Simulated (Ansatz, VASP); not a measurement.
Two plane-wave programs on BeAl3

INCAR

```
SYSTEM = BeAl3
PREC = Accurate
ENCUT = 520
EDIFF = 1E-6
ISMEAR = -1
SIGMA = 0.05
LREAL = .False.
LASPH = .True.
NELM = 100
ALGO = Normal
ISIF = 2
LWAVE = .False.
LCHARG = .True.
GGA = RP
LELF = .True.
LVHAR = .True.
NBANDS = 14
```

Contents of KPOINTS:

```
Automatic mesh
0
Gamma
  6 6 6
  0 0 0
```

Contents of POSCAR:

```
BeAl3
1.0
   -1.9421910000      1.9421910000      3.8518930000
    1.9421910000     -1.9421910000      3.8518930000
    1.9421910000      1.9421910000     -3.8518930000
Al Be
3 1
Direct
    0.5000000000      0.5000000000      0.0000000000
    0.2500000000      0.7500000000      0.5000000000
    0.7500000000      0.2500000000      0.5000000000
    0.0000000000      0.0000000000      0.0000000000
```

Contents of input.yaml:

```yaml
crystal:
  lattice:
    - [-1.942191, 1.942191, 3.851893]
    - [1.942191, -1.942191, 3.851893]
    - [1.942191, 1.942191, -3.851893]
  atoms:
    - { symbol: Al, position: [0.5, 0.5, 0.0] }
    - { symbol: Al, position: [0.25, 0.75, 0.5] }
    - { symbol: Al, position: [0.75, 0.25, 0.5] }
    - { symbol: Be, position: [0.0, 0.0, 0.0] }
hamiltonian:
  xc: rpbe
  pseudopotentials: { kind: paw }
kpoints:
  mp_grid: { grid: [6, 6, 6] }
  band_path:
    path:
      - [[0.0, 0.0, 0.0], [0.0, 0.0, 0.5], [-0.1271175312, 0.1271175312, 0.5], [-0.3135587656, 0.3135587656, 0.3135587656], [0.0, 0.0, 0.0], [0.5, 0.5, -0.5], [0.3135587656, 0.6864412344, -0.3135587656], [0.0, 0.5, 0.0], [0.25, 0.25, 0.25], [0.5, 0.5, -0.1271175312], [0.5, 0.5, -0.5]]
      - [[0.0, 0.0, 0.5], [0.25, 0.25, 0.25]]
    npoints: 14
scf:
  occupations: { method: fermi_dirac, width: 0.05 }
  n_extra_bands: 10
output:
  forces: true
  stress: true
  eigenvalues: true
  fatbands: false
  write_density: true
  write_potential: true
  elf: true
  volumetric_format: npy
```

Alike in both runs: functional RPBE; k mesh 6 × 6 × 6; occupations fermi-dirac, width 0.05 eV; no spin polarisation.

|  | VASP | Ansatz |
| --- | --- | --- |
| version | VASP 6.6.1 | Ansatz 0.2.0 |
| potentials or method | VASP PAW PBE potentials, release 64 (Al, Be) | Ansatz PAW |
| plane-wave cutoff (eV) | 520 | 420 |
| valence electrons in the cell | 11 | 11 |
| task | single point | band structure |

Ansatz gave:

* gap on the k mesh at the Fermi level (eV): none
* pressure (GPa): 2.3
* traceless stress, the component that is largest in VASP (GPa): -2.24

Q: What did VASP give for the same quantities?

A: gap on the k mesh at the Fermi level (eV): none; pressure (GPa): 2.1; traceless stress, the component that is largest in VASP (GPa): -2.24.

VASP's potentials were made for PBE, not for RPBE. A gap of «none» marks a metal or a gap that the smearing closes.

The k mesh is coarse, so the values compare programs but aren't converged.
